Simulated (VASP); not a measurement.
Write the native input for VASP 6.6.1 that does the following.

```
Task                   : single point
Functional             : PBE
Potentials or basis    : VASP PAW PBE potentials, release 64 (Si, O)
Cutoff                 : 520 eV
k mesh                 : 5 × 5 × 4
Occupations            : fermi-dirac, width 0.02 eV
Spin                   : no spin polarisation
Dipole correction      : no
Further INCAR settings : ALGO = Normal; EDIFF = 1e-07; NBANDS = 44
```

The structure of SiO2 lies in POSCAR:

```
SiO2
1.0
    4.8757000000      0.0000000000      0.0000000000
    0.0000000000      4.8757000000      0.0000000000
    0.0000000000      0.0000000000      6.7163000000
Si O
4 8
Direct
    0.3153716663      0.3153716663      0.0000000000
    0.1846283337      0.8153716663      0.2500000000
    0.6846283337      0.6846283337      0.5000000000
    0.8153716663      0.1846283337      0.7500000000
    0.2321164999      0.1364779057      0.1952165159
    0.3635220943      0.7321164999      0.4452165159
    0.7678835001      0.8635220943      0.6952165159
    0.6364779057      0.2678835001      0.9452165159
    0.7321164999      0.3635220943      0.5547834841
    0.8635220943      0.7678835001      0.3047834841
    0.2678835001      0.6364779057      0.0547834841
    0.1364779057      0.2321164999      0.8047834841
```

These files were run (other wordings do the same):

INCAR

```
PREC = Accurate
ENCUT = 520
EDIFF = 1E-7
ISMEAR = -1
SIGMA = 0.02
LREAL = False
LASPH = True
NELM = 100
ALGO = Normal
ISIF = 2
LWAVE = False
LCHARG = False
GGA = PE
NBANDS = 44
```

KPOINTS

```
regular mesh
0
Gamma
  5 5 4
```

Potentials or basis: VASP PAW PBE potentials, release 64 (Si, O).

Run with:

```sh
$ cat potpaw_PBE.64/Si/POTCAR potpaw_PBE.64/O/POTCAR > POTCAR
$ mpirun -np 1 vasp_std > vasp.out
```

Results of the run:

| Property | Result |
| --- | --- |
| Pressure | 2.9 GPa |
| Largest force | 0.046 eV/Å |
| Band gap on the k mesh | 5.72 eV |

Caveat: an odd mesh through Γ misses points on the zone boundary, where band edges can lie.

It took 3 min on 1 thread of Intel Xeon 8259CL (shared host), peak memory 0.28 GiB.
